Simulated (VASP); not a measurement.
# K (Im-3m) in VASP: notebook

K is run at these levels: LDA; tasks: relaxation of cell and atoms.

Program: VASP 6.6.1. These are calculated values, not measurements. Logs are shortened: lines on timing, memory, paths and dates and some standing lists are left out, and cuts for length are marked.

### Step 1. The cell of the first run

It takes space group Im-3m (No. 229, cubic). Conventional cell: a = 5.049 Å, b = 5.049 Å, c = 5.049 Å, α = 90.00°, β = 90.00°, γ = 90.00°. K (site symmetry m-3m) has 14 K at 4.37 to 5.05 Å within 5.7 Å.

### Step 2. Relaxation of cell and atoms, LDA

The input, INCAR:

```
SYSTEM = K
PREC = Accurate
ENCUT = 600
EDIFF = 1E-6
ISMEAR = -1
SIGMA = 0.15
LREAL = .FALSE.
LASPH = .TRUE.
NELM = 100
ALGO = Fast
ISIF = 3
LWAVE = .FALSE.
LCHARG = .FALSE.
GGA = CA
IBRION = 2
NSW = 80
EDIFFG = -0.001
```

The input, KPOINTS:

```
Automatic mesh
0
G
  12 12 12
  0 0 0
```

The input, POSCAR:

```
K
1.0
   -2.5247258096      2.5247258096      2.5247258096
    2.5247258096     -2.5247258096      2.5247258096
    2.5247258096      2.5247258096     -2.5247258096
K
1
Direct
    0.0000000000      0.0000000000      0.0000000000
```

Potentials or basis: VASP PAW LDA potentials, release 64 (K_sv).

The run is started by

```sh
cat potpaw_LDA.64/K_sv/POTCAR > POTCAR
mpirun -np 1 vasp_std > vasp.out
```

OUTCAR:

```text
SYSTEM = K
   PREC = Accurate
   ENCUT = 600
   EDIFF = 1E-6
   ISMEAR = -1
   LREAL = .FALSE.
   LASPH = .TRUE.
   NELM = 100
   ISIF = 3
   GGA = CA
   IBRION = 2
   NSW = 80
   EDIFFG = -0.001

 ion  position               nearest neighbor table
   1  0.000  0.000  0.000-

  LATTYP: Found a body centered cubic cell.
 ALAT       =     5.0494516192

  Lattice vectors:

 A1 = (  -2.5247258096,   2.5247258096,   2.5247258096)
 A2 = (   2.5247258096,  -2.5247258096,   2.5247258096)
 A3 = (   2.5247258096,   2.5247258096,  -2.5247258096)

Analysis of symmetry for initial positions (statically):
=====================================================================
 Subroutine PRICEL returns:
 Original cell was already a primitive cell.

 Routine SETGRP: Setting up the symmetry group for a
 body centered cubic supercell.

 Subroutine GETGRP returns: Found 48 space group operations
 (whereof 48 operations were pure point group operations)
 out of a pool of 48 trial point group operations.

The static configuration has the point symmetry O_h .

Analysis of symmetry for dynamics (positions and initial velocities):
=====================================================================
 Subroutine PRICEL returns:
 Original cell was already a primitive cell.

 Routine SETGRP: Setting up the symmetry group for a
 body centered cubic supercell.

 Subroutine GETGRP returns: Found 48 space group operations
 (whereof 48 operations were pure point group operations)
 out of a pool of 48 trial point group operations.

The dynamic configuration has the point symmetry O_h .

 Subroutine INISYM returns: Found 48 space group operations
 (whereof 48 operations are pure point group operations),
 and found     1 'primitive' translations

----------------------------------------------------------------------------------------

                                     Primitive cell

  volume of cell :      64.3728

  direct lattice vectors                    reciprocal lattice vectors
    -2.524725810  2.524725810  2.524725810     0.000000000  0.198041307  0.198041307
     2.524725810 -2.524725810  2.524725810     0.198041307  0.000000000  0.198041307
     2.524725810  2.524725810 -2.524725810     0.198041307  0.198041307  0.000000000

  length of vectors
     4.372953377  4.372953377  4.372953377     0.280072703  0.280072703  0.280072703

  position of ions in fractional coordinates (direct lattice)
     0.000000000  0.000000000  0.000000000

  ion indices of the primitive-cell ions
   primitive index   ion index
                 1           1

----------------------------------------------------------------------------------------

 KPOINTS: Automatic mesh

Automatic generation of k-mesh.
 Grid dimensions read from file:
 generate k-points for:   12   12   12

 Generating k-lattice:

  Cartesian coordinates                     Fractional coordinates (reciprocal lattice)
     0.000000000  0.016503442  0.016503442     0.083333333  0.000000000  0.000000000
     0.016503442  0.000000000  0.016503442     0.000000000  0.083333333  0.000000000
     0.016503442  0.016503442  0.000000000     0.000000000  0.000000000  0.083333333

  Length of vectors
     0.023339392  0.023339392  0.023339392

  Shift w.r.t. Gamma in fractional coordinates (k-lattice)
     0.000000000  0.000000000  0.000000000

 Subroutine IBZKPT returns following result:
 ===========================================

 Found     72 irreducible k-points:

 Following reciprocal coordinates:
            Coordinates               Weight
  0.000000  0.000000  0.000000      1.000000
  0.083333  0.000000  0.000000     12.000000
  0.166667  0.000000  0.000000     12.000000
  0.250000  0.000000  0.000000     12.000000
  0.333333  0.000000  0.000000     12.000000
  0.416667  0.000000  0.000000     12.000000
[... 16 lines left out ...]
  0.333333  0.083333  0.083333     24.000000
  0.416667  0.083333  0.083333     12.000000
 [... further k-points ...]
   k-points           NKPTS =     72   k-points in BZ     NKDIM =     72   number of bands    NBANDS=      8
   number of dos      NEDOS =    301   number of ions     NIONS =      1
   total plane-waves  NPLWV =  46656
   dimension x,y,z NGX =    36 NGY =   36 NGZ =   36
   dimension x,y,z NGXF=    72 NGYF=   72 NGZF=   72
   ions per type =               1
   NGX,Y,Z   is equivalent  to a cutoff of  13.69, 13.69, 13.69 a.u.
   NGXF,Y,Z  is equivalent  to a cutoff of  27.37, 27.37, 27.37 a.u.
 SYSTEM =  K
   PREC   = accura    normal or accurate (medium, high low for compatibility)
   ISTART =      0    job   : 0-new  1-cont  2-samecut
   ICHARG =      2    charge: 1-file 2-atom 10-const
   ISPIN  =      1    spin polarized calculation?
   LNONCOLLINEAR =      F non collinear calculations
   LSORBIT =      F    spin-orbit coupling
   LASPH  =      T    aspherical Exc in radial PAW
   ENCUT  =  600.0 eV  44.10 Ry    6.64 a.u.   8.73  8.73  8.73*2*pi/ulx,y,z
   NELM   =    100;   NELMIN=  2; NELMDL= -5     # of ELM steps
   EDIFF  = 0.1E-05   stopping-criterion for ELM
   LREAL  =      F    real-space projection
   EDIFFG = -.1E-02   stopping-criterion for IOM
   NSW    =     80    number of steps for IOM
   IBRION =      2    ionic relax: 0-MD 1-quasi-New 2-CG
   NFREE  =      1    steps in history (QN), initial steepest desc. (CG)
   ISIF   =      3    stress and relaxation
   ISYM   =      2    0-nonsym 1-usesym 2-fastsym
   POTIM  = 0.5000    time-step for ionic-motion
   TEBEG  =    0.0;   TEEND  =   0.0 temperature during run
   PSTRESS=    0.0 pullay stress
   NELECT =       9.0000    total number of electrons
   NUPDOWN=      -1.0000    fix difference up-down
   EMIN   =  10.00;   EMAX   =-10.00  energy-range for DOS
   EFERMI =   0.00;   METHOD = LEGACY
   ISMEAR =    -1;   SIGMA  =   0.15  broadening in eV -4-tet -1-fermi 0-gaus
   EFERMI_NEDOS =   21; number of points for ismear=-14 and -15
   IALGO  =     68    algorithm
   IMIX   =      4    mixing-type and parameters
     AMIX     =   0.40;   BMIX     =  1.00
     AMIX_MAG =   1.60;   BMIX_MAG =  1.00
  volume/ion in A,a.u.               =      64.37       434.41
  Fermi-wavevector in a.u.,A,eV,Ry     =   0.849679  1.605660  9.822781  0.721954
  Thomas-Fermi vector in A             =   1.965537
   LORBIT       =      0    0 simple, 1 ext, 2 COOP (PROOUT), +10 PAW based schemes
   GGA     = CA    functional components
   LHFCALC =     F    Hartree Fock is set to
   AEXX    =    0.0000 exact exchange contribution
   IVDW    =     0    specifies the selected vdW correction
   LEPSILON=     F    determine dielectric tensor
   LRPA    =     F    only Hartree local field effects (RPA)
 conjugate gradient relaxation of ions
 non-spin polarized calculation
 RMM-DIIS sequential band-by-band and
  energy-cutoff  :      600.00
  volume of cell :       64.37
 maximum number of plane-waves:      2214
   NGX = 17   NGY = 17   NGZ = 17

 number of electron       9.0000001 magnetization

 Free energy of the ion-electron system (eV)
  ---------------------------------------------------
  ext. energy  EPLUGINS =         0.00000000
  ---------------------------------------------------
  free energy    TOTEN  =        -1.19228742 eV

  energy without entropy =       -1.13722484  energy(sigma->0) =       -1.16475613

 E-fermi :  -0.0146     XC(G=0):  -6.2232

 val. band max:       -0.0377096045   @ k =   0.2500   0.2500   0.0000
 cond. band min:       0.0270367467   @ k =   0.3333   0.1667  -0.0000
 fundamental gap:      0.0647463511
 Fermi energy:        -0.0146356004

 k-point     1 :       0.0000    0.0000    0.0000
  band No.  band energies     occupation
      1     -31.7499      2.00000
      2     -15.4173      2.00000
      3     -15.4173      2.00000
      4     -15.4173      2.00000
      5      -2.3684      2.00000
      6       4.2715      0.00000
      7       4.2715      0.00000
      8       4.2721      0.00000

 k-point     2 :       0.0833    0.0000    0.0000
  band No.  band energies     occupation
      1     -31.7493      2.00000
      2     -15.4250      2.00000
      3     -15.4198      2.00000
      4     -15.4173      2.00000
      5      -2.2712      2.00000
      6       4.1536      0.00000
      7       4.1597      0.00000
      8       4.3536      0.00000

 k-point     3 :       0.1667    0.0000    0.0000
  band No.  band energies     occupation
      1     -31.7478      2.00000
      2     -15.4460      2.00000
      3     -15.4266      2.00000
      4     -15.4173      2.00000
      5      -1.9853      2.00000
      6       3.6819      0.00000
      7       3.8876      0.00000
      8       4.6002      0.00000

 k-point     4 :       0.2500    0.0000    0.0000
  band No.  band energies     occupation
      1     -31.7457      2.00000
      2     -15.4742      2.00000
      3     -15.4359      2.00000
      4     -15.4174      2.00000
      5      -1.5271      1.99992
      6       2.9720      0.00000
      7       3.5831      0.00000
      8       4.9990      0.00000

 k-point     5 :       0.3333    0.0000    0.0000
  band No.  band energies     occupation
      1     -31.7436      2.00000
      2     -15.5021      2.00000
      3     -15.4451      2.00000
      4     -15.4174      2.00000
      5      -0.9239      1.99535
      6       2.2046      0.00000
      7       3.3268      0.00000
      8       5.2373      0.00000
[... 177 lines left out ...]
 k-point    22 :       0.2500    0.0833    0.0833
  band No.  band energies     occupation
      1     -31.7433      2.00000
      2     -15.5031      2.00000
      3     -15.4452      2.00000
      4     -15.4240      2.00000
      5      -0.7517      1.98542
      6       2.2393      0.00000
      7       2.9515      0.00000
      8       5.2130      0.00000

 k-point    23 :       0.3333    0.0833    0.0833
  band No.  band energies     occupation
      1     -31.7419      2.00000
      2     -15.5169      2.00000
      3     -15.4550      2.00000
      4     -15.4245      2.00000
      5      -0.0513      1.12148
      6       1.5132      0.00008
      7       2.8001      0.00000
      8       4.9857      0.00000

 k-point    24 :       0.4167    0.0833    0.0833
  band No.  band energies     occupation
      1     -31.7414      2.00000
      2     -15.5218      2.00000
      3     -15.4588      2.00000
      4     -15.4246      2.00000
      5       0.5811      0.03699
      6       0.8779      0.00520
      7       2.7490      0.00000
      8       4.8678      0.00000

 [... further k-points ...]

------------------------ aborting loop because EDIFF is reached ----------------------------------------

  FORCE on cell =-STRESS in cart. coord.  units (eV):
  Direction    XX          YY          ZZ          XY          YZ          ZX
  --------------------------------------------------------------------------------------
  -------------------------------------------------------------------------------------
  Total       -0.0001284     -0.0001284     -0.0001284      0.0000000      0.0000000      0.0000000
  in kB       -0.0031962     -0.0031962     -0.0031962      0.0000000      0.0000000      0.0000000
  external PRESSURE =      -0.0031962 kB  Pullay stress =       0.0000000 kB

 VOLUME and BASIS-vectors are now :
 -----------------------------------------------------------------------------
  energy-cutoff  :      600.00
  volume of cell :       64.37
      direct lattice vectors                 reciprocal lattice vectors
    -2.524725810  2.524725810  2.524725810     0.000000000  0.198041307  0.198041307
     2.524725810 -2.524725810  2.524725810     0.198041307  0.000000000  0.198041307
     2.524725810  2.524725810 -2.524725810     0.198041307  0.198041307  0.000000000

 POSITION                                       TOTAL-FORCE (eV/Angst)
 -----------------------------------------------------------------------------------
      0.00000      0.00000      0.00000        -0.000000     -0.000000      0.000000
 -----------------------------------------------------------------------------------
    total drift:                               -0.000000      0.000000      0.000000

  FREE ENERGIE OF THE ION-ELECTRON SYSTEM (eV)
  ---------------------------------------------------
  free  energy   TOTEN  =        -1.1922874185 eV

  energy  without entropy=       -1.1372248392  energy(sigma->0) =       -1.16475613

 reached required accuracy - stopping structural energy minimisation
```

Run time: 13 s. Hardware: 1 thread of Intel Xeon 6975P-C (Granite Rapids), shared host; peak memory 0.19 GiB.

Results:

* Free energy: -1.1923 eV
* Pressure after relaxing: 0.0 GPa
* Band gap on the k mesh: zero (an odd number of electrons rules out a gap without spin polarisation)

Final structure:
```
K
1.0
    -2.52473    2.52473    2.52473
     2.52473   -2.52473    2.52473
     2.52473    2.52473   -2.52473
K
1
Cartesian
  0.0000 0.0000 0.0000
```

Levels at points of the mesh, in eV from the Fermi level:
```tsv
k point	band 1	band 2	band 3	band 4	band 5	band 6	band 7	band 8
(0.00, 0.00, 0.00)	-31.74	-15.40	-15.40	-15.40	-2.35	4.29	4.29	4.29
(0.50, 0.00, 0.00)	-31.73	-15.52	-15.44	-15.40	0.40	0.82	3.12	5.02
(0.50, 0.50, 0.50)	-31.72	-15.48	-15.48	-15.48	1.60	1.60	3.84	3.84
```

(Part 1 of 2 ends here.)

The gap in the log of VASP goes by the Fermi energy; the results here count the filled bands.